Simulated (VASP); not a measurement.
# ZnRe2 (I4_1/amd) in VASP: single point with PBE

Aim: the single point of ZnRe2 with PBE.

All numbers are computed with VASP 6.6.1; they aren't measurements. Logs are shortened: lines on timing, memory, paths and dates and some standing lists are left out, and cuts for length are marked.

**1. The cell of the first run**

The structure is tetragonal, space group I4_1/amd (No. 141). The conventional cell has a = 5.008 Å, b = 5.008 Å, c = 7.879 Å, α = 90.00°, β = 90.00°, γ = 90.00°. Zn (site symmetry -4m2) has 6 Re at 2.62 to 2.75 Å and 4 Zn at 3.19 Å within 3.5 Å. Re (site symmetry 2mm) has 7 Re at 2.37 to 3.19 Å and 3 Zn at 2.62 to 2.75 Å within 3.2 Å.

**2. Single point, PBE**

INCAR

```
SYSTEM = ZnRe2
PREC     = Accurate       ! precision mode
ENCUT    = 520            ! plane-wave cutoff, eV
EDIFF    = 1E-7           ! SCF threshold, eV
ISMEAR   = 0              ! smearing method
SIGMA    = 0.1            ! smearing width, eV
LREAL    = .False.        ! projectors in reciprocal space
LASPH    = .True.         ! aspherical terms in the spheres
NELM     = 60             ! most SCF steps
ALGO     = Fast           ! electronic algorithm
ISIF     = 2              ! what is computed and relaxed
LWAVE    = .False.        ! write WAVECAR
LCHARG   = .False.        ! write CHGCAR
GGA      = PE             ! functional
NBANDS   = 35             ! bands
```

KPOINTS

```
regular mesh
0
Gamma
  10 10 10
  0 0 0
```

POSCAR

```
ZnRe2
1.0
   -2.5040264705      2.5040264705      3.9393209099
    2.5040264705     -2.5040264705      3.9393209099
    2.5040264705      2.5040264705     -3.9393209099
Zn Re
2 4
Direct
    0.0000000000      0.0000000000      0.0000000000
    0.7500000000      0.2500000000      0.5000000000
    0.3493563786      0.3493563786      0.0000000000
    0.0993563786      0.5993563786      0.5000000000
    0.4006436214      0.9006436214      0.5000000000
    0.6506436214      0.6506436214      0.0000000000
```

Potentials or basis: VASP PAW PBE potentials, release 64 (Zn, Re).

The run is started by

```bash
$ cat potpaw_PBE.64/Zn/POTCAR potpaw_PBE.64/Re/POTCAR > POTCAR
$ mpirun -np 1 vasp_std > vasp.out
```

OUTCAR:

```text
SYSTEM = ZnRe2
   PREC = Accurate
   ENCUT = 520
   EDIFF = 1E-7
   ISMEAR = 0
   LREAL = .False.
   LASPH = .True.
   NELM = 60
   ISIF = 2
   GGA = PE

 ion  position               nearest neighbor table
   1  0.000  0.000  0.000-   4 2.62   5 2.62   4 2.62   5 2.62   3 2.75   6 2.75
   2  0.750  0.250  0.500-   3 2.62   6 2.62   3 2.62   6 2.62   5 2.75   4 2.75
   3  0.349  0.349  0.000-   6 2.37   5 2.54   5 2.54   2 2.62   2 2.62   1 2.75   4 3.19   4 3.19
                             4 3.19   4 3.19
   4  0.099  0.599  0.500-   5 2.37   6 2.54   6 2.54   1 2.62   1 2.62   2 2.75   3 3.19   3 3.19
                             3 3.19   3 3.19
   5  0.401  0.901  0.500-   4 2.37   3 2.54   3 2.54   1 2.62   1 2.62   2 2.75   6 3.19   6 3.19
                             6 3.19   6 3.19
   6  0.651  0.651  0.000-   3 2.37   4 2.54   4 2.54   2 2.62   2 2.62   1 2.75   5 3.19   5 3.19
                             5 3.19   5 3.19

  LATTYP: Found a body centered tetragonal cell.
 ALAT       =     5.0080529410
 C/A-ratio  =     1.5731945953

  Lattice vectors:

 A1 = (  -2.5040264705,   2.5040264705,   3.9393209099)
 A2 = (   2.5040264705,  -2.5040264705,   3.9393209099)
 A3 = (   2.5040264705,   2.5040264705,  -3.9393209099)

Analysis of symmetry for initial positions (statically):
=====================================================================
 Subroutine PRICEL returns:
 Original cell was already a primitive cell.

 Routine SETGRP: Setting up the symmetry group for a
 body centered tetragonal supercell.

 Subroutine GETGRP returns: Found 16 space group operations
 (whereof  8 operations were pure point group operations)
 out of a pool of 16 trial point group operations.

The static configuration has the point symmetry D_2d.
 The point group associated with its full space group is D_4h.

Analysis of symmetry for dynamics (positions and initial velocities):
=====================================================================
 Subroutine PRICEL returns:
 Original cell was already a primitive cell.

 Routine SETGRP: Setting up the symmetry group for a
 body centered tetragonal supercell.

 Subroutine GETGRP returns: Found 16 space group operations
 (whereof  8 operations were pure point group operations)
 out of a pool of 16 trial point group operations.

The dynamic configuration has the point symmetry D_2d.
 The point group associated with its full space group is D_4h.

 Subroutine INISYM returns: Found 16 space group operations
 (whereof  8 operations are pure point group operations),
 and found     1 'primitive' translations

----------------------------------------------------------------------------------------

                                     Primitive cell

  volume of cell :      98.8005

  direct lattice vectors                    reciprocal lattice vectors
    -2.504026470  2.504026470  3.939320910     0.000000000  0.199678400  0.126925430
     2.504026470 -2.504026470  3.939320910     0.199678400  0.000000000  0.126925430
     2.504026470  2.504026470 -3.939320910     0.199678400  0.199678400  0.000000000

  length of vectors
     5.297031844  5.297031844  5.297031844     0.236604160  0.236604160  0.282387902

  position of ions in fractional coordinates (direct lattice)
     0.000000000  0.000000000  0.000000000
     0.750000000  0.250000000  0.500000000
     0.349356379  0.349356379  0.000000000
     0.099356379  0.599356379  0.500000000
     0.400643621  0.900643621  0.500000000
     0.650643621  0.650643621  0.000000000

  ion indices of the primitive-cell ions
   primitive index   ion index
                 1           1
                 2           2
                 3           3
                 4           4
                 5           5
                 6           6

----------------------------------------------------------------------------------------

 KPOINTS: regular mesh

Automatic generation of k-mesh.
 Grid dimensions read from file:
 generate k-points for:   10   10   10

 Generating k-lattice:

  Cartesian coordinates                     Fractional coordinates (reciprocal lattice)
     0.000000000  0.019967840  0.012692543     0.100000000  0.000000000  0.000000000
     0.019967840  0.000000000  0.012692543     0.000000000  0.100000000  0.000000000
     0.019967840  0.019967840  0.000000000     0.000000000  0.000000000  0.100000000

  Length of vectors
     0.023660416  0.023660416  0.028238790

  Shift w.r.t. Gamma in fractional coordinates (k-lattice)
     0.000000000  0.000000000  0.000000000

 Subroutine IBZKPT returns following result:
 ===========================================

 Found    102 irreducible k-points:

 Following reciprocal coordinates:
            Coordinates               Weight
  0.000000  0.000000  0.000000      1.000000
  0.100000  0.000000 -0.000000      8.000000
  0.200000  0.000000 -0.000000      8.000000
  0.300000  0.000000  0.000000      8.000000
  0.400000 -0.000000  0.000000      8.000000
  0.500000  0.000000  0.000000      4.000000
[... 16 lines left out ...]
  0.300000  0.300000  0.000000      8.000000
  0.400000  0.300000  0.000000     16.000000
 [... further k-points ...]
   k-points           NKPTS =    102   k-points in BZ     NKDIM =    102   number of bands    NBANDS=     35
   number of dos      NEDOS =    301   number of ions     NIONS =      6
   total plane-waves  NPLWV =  64000
   dimension x,y,z NGX =    40 NGY =   40 NGZ =   40
   dimension x,y,z NGXF=    80 NGYF=   80 NGZF=   80
   ions per type =               2   4
   NGX,Y,Z   is equivalent  to a cutoff of  12.55, 12.55, 12.55 a.u.
   NGXF,Y,Z  is equivalent  to a cutoff of  25.11, 25.11, 25.11 a.u.
 SYSTEM =  ZnRe2
   PREC   = accura    normal or accurate (medium, high low for compatibility)
   ISTART =      0    job   : 0-new  1-cont  2-samecut
   ICHARG =      2    charge: 1-file 2-atom 10-const
   ISPIN  =      1    spin polarized calculation?
   LNONCOLLINEAR =      F non collinear calculations
   LSORBIT =      F    spin-orbit coupling
   LASPH  =      T    aspherical Exc in radial PAW
   ENCUT  =  520.0 eV  38.22 Ry    6.18 a.u.   9.85  9.85  9.85*2*pi/ulx,y,z
   NELM   =     60;   NELMIN=  2; NELMDL= -5     # of ELM steps
   EDIFF  = 0.1E-06   stopping-criterion for ELM
   LREAL  =      F    real-space projection
   EDIFFG = 0.1E-05   stopping-criterion for IOM
   NSW    =      0    number of steps for IOM
   IBRION =     -1    ionic relax: 0-MD 1-quasi-New 2-CG
   NFREE  =      0    steps in history (QN), initial steepest desc. (CG)
   ISIF   =      2    stress and relaxation
   ISYM   =      2    0-nonsym 1-usesym 2-fastsym
   POTIM  = 0.5000    time-step for ionic-motion
   TEBEG  =    0.0;   TEEND  =   0.0 temperature during run
   PSTRESS=    0.0 pullay stress
   NELECT =      52.0000    total number of electrons
   NUPDOWN=      -1.0000    fix difference up-down
   EMIN   =  10.00;   EMAX   =-10.00  energy-range for DOS
   EFERMI =   0.00;   METHOD = LEGACY
   ISMEAR =     0;   SIGMA  =   0.10  broadening in eV -4-tet -1-fermi 0-gaus
   EFERMI_NEDOS =   21; number of points for ismear=-14 and -15
   IALGO  =     68    algorithm
   IMIX   =      4    mixing-type and parameters
     AMIX     =   0.40;   BMIX     =  1.00
     AMIX_MAG =   1.60;   BMIX_MAG =  1.00
  volume/ion in A,a.u.               =      16.47       111.12
  Fermi-wavevector in a.u.,A,eV,Ry     =   1.321771  2.497785 23.770447  1.747079
  Thomas-Fermi vector in A             =   2.451501
   LORBIT       =      0    0 simple, 1 ext, 2 COOP (PROOUT), +10 PAW based schemes
   GGA     = PE    functional components
   LHFCALC =     F    Hartree Fock is set to
   AEXX    =    0.0000 exact exchange contribution
   IVDW    =     0    specifies the selected vdW correction
   LEPSILON=     F    determine dielectric tensor
   LRPA    =     F    only Hartree local field effects (RPA)
 non-spin polarized calculation
 RMM-DIIS sequential band-by-band and
 Gauss-broadening in eV      SIGMA  =   0.10
  energy-cutoff  :      520.00
  volume of cell :       98.80
 maximum number of plane-waves:      2690
   NGX = 19   NGY = 19   NGZ = 19

 number of electron      52.0000008 magnetization

 Free energy of the ion-electron system (eV)
  ---------------------------------------------------
  ext. energy  EPLUGINS =         0.00000000
  ---------------------------------------------------
  free energy    TOTEN  =       -46.44957190 eV

  energy without entropy =      -46.42236791  energy(sigma->0) =      -46.43596991

 E-fermi :   5.3651     XC(G=0): -12.3904

 val. band max:        5.3635178194   @ k =  -0.4000   0.2000   0.1000
 cond. band min:       5.3680306655   @ k =  -0.2000  -0.4000   0.2000
 fundamental gap:      0.0045128461
 Fermi energy:         5.3651454105

 k-point     1 :       0.0000    0.0000    0.0000
  band No.  band energies     occupation
      1      -4.0398      2.00000
      2      -2.0633      2.00000
      3      -1.9693      2.00000
      4      -1.9637      2.00000
      5      -1.9017      2.00000
      6      -1.8187      2.00000
[... 27 lines left out ...]
     34       9.3501      0.00000
     35       9.5170      0.00000

 k-point     2 :       0.1000    0.0000   -0.0000
  band No.  band energies     occupation
      1      -3.9293      2.00000
      2      -2.0410      2.00000
      3      -1.9785      2.00000
      4      -1.9484      2.00000
      5      -1.9173      2.00000
      6      -1.8284      2.00000
[... 27 lines left out ...]
     34       8.9492      0.00000
     35       9.7668      0.00000

 k-point     3 :       0.2000    0.0000   -0.0000
  band No.  band energies     occupation
      1      -3.6073      2.00000
      2      -1.9894      2.00000
      3      -1.9814      2.00000
      4      -1.9381      2.00000
      5      -1.9261      2.00000
      6      -1.8542      2.00000
[... 27 lines left out ...]
     34       9.0147      0.00000
     35       9.2934      0.00000

 k-point     4 :       0.3000    0.0000    0.0000
  band No.  band energies     occupation
      1      -3.1043      2.00000
      2      -2.0041      2.00000
      3      -1.9397      2.00000
      4      -1.9086      2.00000
      5      -1.9010      2.00000
      6      -1.8820      2.00000
[... 27 lines left out ...]
     34       8.8750      0.00000
     35       9.8875      0.00000

 k-point     5 :       0.4000   -0.0000    0.0000
  band No.  band energies     occupation
      1      -2.4987      2.00000
      2      -2.0050      2.00000
      3      -1.9534      2.00000
      4      -1.9152      2.00000
      5      -1.8678      2.00000
      6      -1.8356      2.00000
[... 638 lines left out ...]
 k-point    22 :      -0.2000    0.2000    0.0000
  band No.  band energies     occupation
      1      -3.4322      2.00000
      2      -1.9934      2.00000
      3      -1.9483      2.00000
      4      -1.9372      2.00000
      5      -1.9338      2.00000
      6      -1.8643      2.00000
[... 27 lines left out ...]
     34       8.7652      0.00000
     35       8.9388      0.00000

 k-point    23 :       0.3000    0.3000    0.0000
  band No.  band energies     occupation
      1      -2.0882      2.00000
      2      -2.0147      2.00000
      3      -1.8950      2.00000
      4      -1.8810      2.00000
      5      -1.8568      2.00000
      6      -1.8390      2.00000
[... 27 lines left out ...]
     34       8.3674      0.00000
     35      10.3087      0.00000

 k-point    24 :       0.4000    0.3000    0.0000
  band No.  band energies     occupation
      1      -2.0491      2.00000
      2      -2.0040      2.00000
      3      -1.9124      2.00000
      4      -1.8816      2.00000
      5      -1.8614      2.00000
      6      -1.8250      2.00000
[... 27 lines left out ...]
     34       7.9917      0.00000
     35       8.3843      0.00000

 [... further k-points ...]
[... 5 lines left out ...]
  --------------------------------------------------------------------------------------
  -------------------------------------------------------------------------------------
  Total       -0.1507114     -0.1507114     -1.0476482      0.0000000     -0.0000000      0.0000000
  in kB       -2.4439798     -2.4439798    -16.9889623      0.0000000     -0.0000000      0.0000000
  external PRESSURE =      -7.2923073 kB  Pullay stress =       0.0000000 kB

 VOLUME and BASIS-vectors are now :
 -----------------------------------------------------------------------------
  energy-cutoff  :      520.00
  volume of cell :       98.80
      direct lattice vectors                 reciprocal lattice vectors
    -2.504026470  2.504026470  3.939320910     0.000000000  0.199678400  0.126925430
     2.504026470 -2.504026470  3.939320910     0.199678400  0.000000000  0.126925430
     2.504026470  2.504026470 -3.939320910     0.199678400  0.199678400  0.000000000

 POSITION                                       TOTAL-FORCE (eV/Angst)
 -----------------------------------------------------------------------------------
      0.00000      0.00000      0.00000         0.000000      0.000000      0.000000
     -0.00000      2.50403      1.96966         0.000000      0.000000     -0.000000
      0.00000      0.00000      2.75245        -0.000000      0.000000      0.301677
      2.50403      0.00000      0.78279         0.000000     -0.000000      0.301677
      2.50403     -0.00000      3.15653         0.000000     -0.000000     -0.301677
      0.00000      0.00000      5.12619        -0.000000      0.000000     -0.301677
 -----------------------------------------------------------------------------------
    total drift:                               -0.000000      0.000000     -0.000000

  FREE ENERGIE OF THE ION-ELECTRON SYSTEM (eV)
  ---------------------------------------------------
  free  energy   TOTEN  =       -46.4495719037 eV

  energy  without entropy=      -46.4223679150  energy(sigma->0) =      -46.43596991
```

Run time: 22 min. Hardware: 1 thread of Intel Xeon Platinum 8488C (Sapphire Rapids), shared host; peak memory 0.46 GiB.

Results:

```
Free energy            : -46.4496 eV
Pressure               : -0.7 GPa
Largest force          : 0.302 eV/Å
Band gap on the k mesh : zero (bands 26 and 27 overlap by 0.76 eV)
```

Forces on the atoms (eV/Å):
```
Zn   0.000  0.000  0.000
Zn   0.000  0.000  0.000
Re   0.000  0.000  0.302
Re   0.000  0.000  0.302
Re   0.000  0.000 -0.302
Re   0.000  0.000 -0.302
```

Caveat: spin-orbit coupling is left out, which moves the levels of the heavy elements.
